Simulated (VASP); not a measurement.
# BeTe (F-43m) in VASP: notebook, part 2 of 2

VASP 6.6.1. Earlier steps stand in the parts before.

## (3) Single point, HSE06 (strain -1.0%)

File POSCAR:

```
BeTe
1.0
    0.0000000000      2.8003373892      2.8003373892
    2.8003373892      0.0000000000      2.8003373892
    2.8003373892      2.8003373892      0.0000000000
Be Te
1 1
Direct
    0.0000000000      0.0000000000      0.0000000000
    0.2500000000      0.2500000000      0.2500000000
```

File INCAR.step1:

```
SYSTEM = BeTe
  ALGO = Normal
  EDIFF = 1E-5
  ENCUT = 520
  GGA = PE
  ISIF = 2
  ISMEAR = 0
  LASPH = .True.
  LCHARG = .False.
  LREAL = .False.
  LWAVE = .True.
  NBANDS = 11
  NELM = 80
  PREC = Accurate
  SIGMA = 0.01
```

File INCAR.step2:

```
SYSTEM = BeTe
  ALGO = Normal
  EDIFF = 1E-7
  ENCUT = 520
  GGA = PE
  HFSCREEN = 0.2079
  ISIF = 2
  ISMEAR = 0
  ISTART = 1
  LASPH = .True.
  LCHARG = .False.
  LHFCALC = .True.
  LREAL = .False.
  LWAVE = .False.
  NBANDS = 11
  NELM = 80
  PREC = Accurate
  PRECFOCK = Normal
  SIGMA = 0.01
```

File KPOINTS:

```
k-points
0
Gamma
  6 6 6
  0 0 0
```

Potentials or basis: VASP PAW PBE potentials, release 64 (Be, Te).

Started as:

```bash
$ cat potpaw_PBE.64/Be/POTCAR potpaw_PBE.64/Te/POTCAR > POTCAR
$ cp INCAR.step1 INCAR
$ mpirun -np 1 vasp_std > vasp.out
$ cp INCAR.step2 INCAR
$ mpirun -np 1 vasp_std > vasp.out
```

OUTCAR:

```text
SYSTEM = BeTe
   EDIFF = 1E-7
   ENCUT = 520
   GGA = PE
   HFSCREEN = 0.2079
   ISIF = 2
   ISMEAR = 0
   ISTART = 1
   LASPH = .True.
   LHFCALC = .True.
   LREAL = .False.
   NELM = 80
   PREC = Accurate
   PRECFOCK = Normal

 ion  position               nearest neighbor table
   1  0.000  0.000  0.000-   2 2.43   2 2.43   2 2.43   2 2.43
   2  0.250  0.250  0.250-   1 2.43   1 2.43   1 2.43   1 2.43

  LATTYP: Found a face centered cubic cell.
 ALAT       =     5.6006747784

  Lattice vectors:

 A1 = (   0.0000000000,   2.8003373892,   2.8003373892)
 A2 = (   2.8003373892,   0.0000000000,   2.8003373892)
 A3 = (   2.8003373892,   2.8003373892,   0.0000000000)

Analysis of symmetry for initial positions (statically):
=====================================================================
 Subroutine PRICEL returns:
 Original cell was already a primitive cell.

 Routine SETGRP: Setting up the symmetry group for a
 face centered cubic supercell.

 Subroutine GETGRP returns: Found 24 space group operations
 (whereof 24 operations were pure point group operations)
 out of a pool of 48 trial point group operations.

The static configuration has the point symmetry T_d .

Analysis of symmetry for dynamics (positions and initial velocities):
=====================================================================
 Subroutine PRICEL returns:
 Original cell was already a primitive cell.

 Routine SETGRP: Setting up the symmetry group for a
 face centered cubic supercell.

 Subroutine GETGRP returns: Found 24 space group operations
 (whereof 24 operations were pure point group operations)
 out of a pool of 48 trial point group operations.

The dynamic configuration has the point symmetry T_d .

 Subroutine INISYM returns: Found 24 space group operations
 (whereof 24 operations are pure point group operations),
 and found     1 'primitive' translations

----------------------------------------------------------------------------------------

                                     Primitive cell

[... 117 lines left out ...]
   IVDW    =     0    specifies the selected vdW correction
   LEPSILON=     F    determine dielectric tensor
   LRPA    =     F    only Hartree local field effects (RPA)
 non-spin polarized calculation
 Gauss-broadening in eV      SIGMA  =   0.01
  energy-cutoff  :      520.00
  volume of cell :       43.92
 maximum number of plane-waves:      1243
 NGX is ok and might be reduce to    30
  NGX = 24; NGY = 24; NGZ = 24

 number of electron       7.9999999 magnetization

 Free energy of the ion-electron system (eV)
  ---------------------------------------------------
  ext. energy  EPLUGINS =         0.00000000
  ---------------------------------------------------
  free energy    TOTEN  =        -8.75115411 eV

  energy without entropy =       -8.75115411  energy(sigma->0) =       -8.75115411

 E-fermi :   4.8810     XC(G=0):  -7.6181

 val. band max:        4.8082536736   @ k =   0.0000   0.0000   0.0000
 cond. band min:       7.4019536659   @ k =   0.5000   0.5000   0.0000
 fundamental gap:      2.5936999923
 Fermi energy:         4.8809937522

 k-point     1 :       0.0000    0.0000    0.0000
  band No.  band energies     occupation
      1      -8.7621      2.00000
      2       4.8082      2.00000
      3       4.8083      2.00000
      4       4.8083      2.00000
      5       9.2636      0.00000
      6       9.2636      0.00000
      7       9.2636      0.00000
      8       9.5226      0.00000
      9      14.2055      0.00000
     10      16.1347      0.00000
     11      16.1347      0.00000
[... 197 lines left out ...]
 k-point    16 :      -0.3333    0.5000    0.1667
  band No.  band energies     occupation
      1      -6.5909      2.00000
      2      -0.5713      2.00000
      3       1.0415      2.00000
      4       1.3935      2.00000
      5       9.2812      0.00000
      6       9.9088      0.00000
      7      13.2752      0.00000
      8      13.6108      0.00000
      9      17.1203      0.00000
     10      18.0291      0.00000
     11      19.0067      0.00000

------------------------ aborting loop because EDIFF is reached ----------------------------------------

  FORCE on cell =-STRESS in cart. coord.  units (eV):
  Direction    XX          YY          ZZ          XY          YZ          ZX
  --------------------------------------------------------------------------------------
  -------------------------------------------------------------------------------------
  Total        0.2479467      0.2479467      0.2479467      0.0000000      0.0000000      0.0000000
  in kB        9.0449842      9.0449842      9.0449842      0.0000000      0.0000000      0.0000000
  external PRESSURE =       9.0449842 kB  Pullay stress =       0.0000000 kB

 VOLUME and BASIS-vectors are now :
 -----------------------------------------------------------------------------
  energy-cutoff  :      520.00
  volume of cell :       43.92
      direct lattice vectors                 reciprocal lattice vectors
     0.000000000  2.800337389  2.800337389    -0.178549914  0.178549914  0.178549914
     2.800337389  0.000000000  2.800337389     0.178549914 -0.178549914  0.178549914
     2.800337389  2.800337389  0.000000000     0.178549914  0.178549914 -0.178549914

 POSITION                                       TOTAL-FORCE (eV/Angst)
 -----------------------------------------------------------------------------------
      0.00000      0.00000      0.00000         0.000000      0.000000     -0.000000
      1.40017      1.40017      1.40017        -0.000000     -0.000000      0.000000
 -----------------------------------------------------------------------------------
    total drift:                                0.000000      0.000000      0.000000

  FREE ENERGIE OF THE ION-ELECTRON SYSTEM (eV)
  ---------------------------------------------------
  free  energy   TOTEN  =        -8.7511541052 eV

  energy  without entropy=       -8.7511541052  energy(sigma->0) =       -8.75115411
```

It took 38 min on 1 thread of AMD EPYC 7R13, shared host; peak memory 0.27 GiB.

What came out:

```yaml
Free_energy: -8.7512 eV
Pressure: 0.9 GPa
Band_gap_on_the_k_mesh: 2.59 eV (least direct gap 4.46 eV)
```

Levels at points of the mesh, in eV from the valence-band top:
| k point | band 2 | band 3 | band 4 | band 5 | band 6 | band 7 |
| --- | --- | --- | --- | --- | --- | --- |
| (0.00, 0.00, 0.00) | 0.00 | 0.00 | 0.00 | 4.46 | 4.46 | 4.46 |
| (0.50, 0.00, 0.00) | -6.22 | -1.25 | -1.25 | 3.87 | 5.46 | 5.46 |
| (0.50, 0.50, 0.00) | -5.76 | -2.95 | -2.95 | 2.59 | 3.35 | 11.19 |

Caveat: the cell differs from its parent crystal (strain -1.0%); the PAW data sets were made with another functional, which shifts forces and pressure a little; spin-orbit coupling is left out, which moves the levels of the heavy elements. A k mesh can miss the band edges.

## (4) Single point, HSE06

This run uses another cell than the first one, of 22.63 Å³/atom.

File POSCAR:

```
BeTe
1.0
    0.0000000000      2.8286236255      2.8286236255
    2.8286236255      0.0000000000      2.8286236255
    2.8286236255      2.8286236255      0.0000000000
Be Te
1 1
Direct
    0.0000000000      0.0000000000      0.0000000000
    0.2500000000      0.2500000000      0.2500000000
```

File INCAR.step1:

```
PREC = Accurate
ENCUT = 520
EDIFF = 1E-5
ISMEAR = 0
SIGMA = 0.01
LREAL = F
LASPH = T
NELM = 60
ALGO = Normal
ISIF = 2
LWAVE = T
LCHARG = F
NBANDS = 11
GGA = PE
```

File INCAR.step2:

```
PREC = Accurate
ENCUT = 520
EDIFF = 1E-7
ISMEAR = 0
SIGMA = 0.01
LREAL = F
LASPH = T
NELM = 60
ALGO = Normal
ISIF = 2
LWAVE = F
LCHARG = F
GGA = PE
LHFCALC = T
HFSCREEN = 0.2079
PRECFOCK = Normal
NBANDS = 11
ISTART = 1
```

File KPOINTS:

```
Automatic mesh
0
Gamma
  6 6 6
```

Potentials or basis: VASP PAW PBE potentials, release 64 (Be, Te).

Started as:

```bash
$ cat potpaw_PBE.64/Be/POTCAR potpaw_PBE.64/Te/POTCAR > POTCAR
$ cp INCAR.step1 INCAR
$ mpirun -np 1 vasp_std > vasp.out
$ cp INCAR.step2 INCAR
$ mpirun -np 1 vasp_std > vasp.out
```

OUTCAR:

```text
PREC = Accurate
   ENCUT = 520
   EDIFF = 1E-7
   ISMEAR = 0
   LREAL = F
   LASPH = T
   NELM = 60
   ISIF = 2
   GGA = PE
   LHFCALC = T
   HFSCREEN = 0.2079
   PRECFOCK = Normal
   ISTART = 1

 ion  position               nearest neighbor table
   1  0.000  0.000  0.000-   2 2.45   2 2.45   2 2.45   2 2.45
   2  0.250  0.250  0.250-   1 2.45   1 2.45   1 2.45   1 2.45

  LATTYP: Found a face centered cubic cell.
 ALAT       =     5.6572472510

  Lattice vectors:

 A1 = (   0.0000000000,   2.8286236255,   2.8286236255)
 A2 = (   2.8286236255,   0.0000000000,   2.8286236255)
 A3 = (   2.8286236255,   2.8286236255,   0.0000000000)

Analysis of symmetry for initial positions (statically):
=====================================================================
 Subroutine PRICEL returns:
 Original cell was already a primitive cell.

 Routine SETGRP: Setting up the symmetry group for a
 face centered cubic supercell.
[... 171 lines left out ...]
 fundamental gap:      2.6723681288
 Fermi energy:         4.5534193116

 k-point     1 :       0.0000    0.0000    0.0000
  band No.  band energies     occupation
      1      -8.8859      2.00000
      2       4.4679      2.00000
      3       4.4679      2.00000
      4       4.4679      2.00000
      5       8.9508      0.00000
      6       8.9508      0.00000
      7       8.9508      0.00000
      8       8.9573      0.00000
      9      13.8089      0.00000
     10      15.7270      0.00000
     11      15.7270      0.00000
[... 197 lines left out ...]
 k-point    16 :      -0.3333    0.5000    0.1667
  band No.  band energies     occupation
      1      -6.8335      2.00000
      2      -0.7510      2.00000
      3       0.8571      2.00000
      4       1.2035      2.00000
      5       8.9576      0.00000
      6       9.5739      0.00000
      7      12.8281      0.00000
      8      13.1545      0.00000
      9      16.6176      0.00000
     10      17.4437      0.00000
     11      18.5124      0.00000

------------------------ aborting loop because EDIFF is reached ----------------------------------------

  FORCE on cell =-STRESS in cart. coord.  units (eV):
  Direction    XX          YY          ZZ          XY          YZ          ZX
  --------------------------------------------------------------------------------------
  -------------------------------------------------------------------------------------
  Total       -0.2649290     -0.2649290     -0.2649290      0.0000000      0.0000000      0.0000000
  in kB       -9.3774459     -9.3774459     -9.3774459      0.0000000      0.0000000      0.0000000
  external PRESSURE =      -9.3774459 kB  Pullay stress =       0.0000000 kB

 VOLUME and BASIS-vectors are now :
 -----------------------------------------------------------------------------
  energy-cutoff  :      520.00
  volume of cell :       45.26
      direct lattice vectors                 reciprocal lattice vectors
     0.000000000  2.828623626  2.828623626    -0.176764415  0.176764415  0.176764415
     2.828623626  0.000000000  2.828623626     0.176764415 -0.176764415  0.176764415
     2.828623626  2.828623626  0.000000000     0.176764415  0.176764415 -0.176764415

 POSITION                                       TOTAL-FORCE (eV/Angst)
 -----------------------------------------------------------------------------------
      0.00000      0.00000      0.00000         0.000000      0.000000      0.000000
      1.41431      1.41431      1.41431        -0.000000     -0.000000     -0.000000
 -----------------------------------------------------------------------------------
    total drift:                                0.000000      0.000000      0.000000

  FREE ENERGIE OF THE ION-ELECTRON SYSTEM (eV)
  ---------------------------------------------------
  free  energy   TOTEN  =        -8.7508443267 eV

  energy  without entropy=       -8.7508443267  energy(sigma->0) =       -8.75084433
```

OUTCAR.step1:

```text
PREC = Accurate
   ENCUT = 520
   EDIFF = 1E-5
   ISMEAR = 0
   LREAL = F
   LASPH = T
[... 434 lines left out ...]
 -----------------------------------------------------------------------------------
      0.00000      0.00000      0.00000         0.000000     -0.000000     -0.000000
      1.41431      1.41431      1.41431        -0.000000      0.000000      0.000000
 -----------------------------------------------------------------------------------
    total drift:                                0.000000      0.000000      0.000000

  FREE ENERGIE OF THE ION-ELECTRON SYSTEM (eV)
  ---------------------------------------------------
  free  energy   TOTEN  =        -7.6185762115 eV

  energy  without entropy=       -7.6185762115  energy(sigma->0) =       -7.61857621
```

OSZICAR.step1:

```text
N       E                     dE             d eps       ncg     rms          rms(c)
DAV:   1     0.179049768332E+02    0.17905E+02   -0.31086E+03   352   0.578E+02
DAV:   2    -0.675537365377E+01   -0.24660E+02   -0.23580E+02   467   0.882E+01
DAV:   3    -0.773369001333E+01   -0.97832E+00   -0.97568E+00   495   0.186E+01
DAV:   4    -0.774171934617E+01   -0.80293E-02   -0.80286E-02   417   0.186E+00
DAV:   5    -0.774188263836E+01   -0.16329E-03   -0.16329E-03   452   0.264E-01    0.403E+00
DAV:   6    -0.764646166394E+01    0.95421E-01   -0.11039E-01   409   0.134E+00    0.242E+00
DAV:   7    -0.761753179483E+01    0.28930E-01   -0.96460E-02   409   0.136E+00    0.459E-01
DAV:   8    -0.761825816522E+01   -0.72637E-03   -0.59695E-03   403   0.444E-01    0.749E-02
DAV:   9    -0.761851114915E+01   -0.25298E-03   -0.32745E-04   419   0.106E-01    0.292E-02
DAV:  10    -0.761857363975E+01   -0.62491E-04   -0.76967E-05   408   0.449E-02    0.147E-02
DAV:  11    -0.761857621152E+01   -0.25718E-05   -0.25364E-06   316   0.960E-03
   1 F= -.76185762E+01 E0= -.76185762E+01  d E =-.125392E-64
```

Run time: 35 min. Hardware: 1 thread of AMD EPYC 7R13, shared host; peak memory 0.27 GiB.

What came out:

| Property | Result |
| --- | --- |
| Free energy | -8.7508 eV |
| Pressure | -0.9 GPa |
| Band gap on the k mesh | 2.67 eV (least direct gap 4.48 eV) |

Levels at points of the mesh, in eV from the valence-band top:
| k point | band 1 | band 2 | band 3 | band 4 | band 5 | band 6 | band 7 | band 8 |
| --- | --- | --- | --- | --- | --- | --- | --- | --- |
| (0.00, 0.00, 0.00) | -13.35 | 0.00 | 0.00 | 0.00 | 4.48 | 4.48 | 4.48 | 4.49 |
| (0.50, 0.00, 0.00) | -11.87 | -6.01 | -1.20 | -1.20 | 3.79 | 5.48 | 5.48 | 8.84 |
| (0.50, 0.50, 0.00) | -11.33 | -5.58 | -2.82 | -2.82 | 2.67 | 3.40 | 10.99 | 10.99 |

Caveat: the PAW data sets were made with another functional, which shifts forces and pressure a little; spin-orbit coupling is left out, which moves the levels of the heavy elements. A k mesh can miss the band edges.

## (5) Overview

| cell | gap on the mesh (eV) | pressure (GPa) |
| --- | --- | --- |
| a = 3.920 Å, angles 60.0°, 2 atoms | 2.51 | 3.0 |
| a = 3.960 Å, angles 60.0°, 2 atoms | 2.59 | 0.9 |
| a = 4.000 Å, angles 60.0°, 2 atoms | 2.67 | -0.9 |

Alike in all rows: task single point; level HSE06; potentials or basis VASP PAW PBE potentials, release 64 (Be, Te); no spin polarisation; k mesh 6 × 6 × 6; cutoff (eV) 520; smearing gaussian 0.01 eV.

Caveats: the PAW data sets were made with another functional, which shifts forces and pressure a little; spin-orbit coupling is left out, which moves the levels of the heavy elements.

Total energies depend on the potentials used, so only differences within one code and one set of settings carry meaning.
